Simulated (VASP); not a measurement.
**Mo: electric field gradients with RPBE**

The system is Mo.

```
CELL_PARAMETERS angstrom
-1.58671 1.58671 1.57100
1.58671 -1.58671 1.57100
1.55529 1.55529 -1.57100
ATOMIC_POSITIONS crystal
Mo 0.00000 0.00000 0.00000
```

```
Program                : VASP 6.6.1
Task                   : electric field gradients
Functional             : RPBE
Potentials or basis    : VASP PAW PBE potentials, release 64 (Mo_sv)
Cutoff                 : 520 eV
k mesh                 : 16 × 16 × 16
Occupations            : fermi-dirac, width 0.05 eV
Spin                   : no spin polarisation
Dipole correction      : no
Further INCAR settings : ALGO = Normal; EDIFF = 1e-08; NBANDS = 13
```

```
Pressure                                : 8.8 GPa
Band gap on the k mesh                  : zero (bands 7 and 8 overlap by 5.16 eV)
Largest electric field gradient by atom : Mo +2.6 V/Å²
```

Stress tensor (GPa, compression positive):
```
8.77 2.30 0.00
2.30 8.77 0.00
0.00 0.00 8.85
```

Levels at points of the mesh, in eV from the Fermi level:
| k point | band 4 | band 5 | band 6 | band 7 | band 8 | band 9 | band 10 | band 11 |
| --- | --- | --- | --- | --- | --- | --- | --- | --- |
| (0.00, 0.00, 0.00) | -34.51 | -7.25 | -1.54 | -1.39 | -1.22 | 1.68 | 1.70 | 14.66 |
| (0.50, 0.00, 0.00) | -34.55 | -5.37 | -3.44 | 1.65 | 1.72 | 2.35 | 4.78 | 11.79 |
| (0.50, 0.50, 0.00) | -34.53 | -5.35 | -3.50 | 1.49 | 1.82 | 2.48 | 4.68 | 11.54 |
| (0.00, 0.00, 0.50) | -34.57 | -5.38 | -3.39 | 1.62 | 1.82 | 2.21 | 4.90 | 11.82 |
| (0.50, 0.50, 0.50) | -35.49 | -5.50 | -5.49 | 3.83 | 4.01 | 4.20 | 9.01 | 9.14 |

Electric field gradients, principal values (V/Å²):
```
atom   least  middle  greatest (by size)
1 Mo  -0.271  -2.312               2.583
```

Run time: 53 s on 1 thread of Intel(R) Xeon(R) 6975P-C (Granite Rapids), on a shared host, peak memory 0.22 GiB.

Caveat: the cell stands under pressure; without QUAD_EFG the Cq values of the log hold for a quadrupole moment of 1 mb, not for the nuclei; the PAW data sets were made with another functional, which shifts forces and pressure a little.
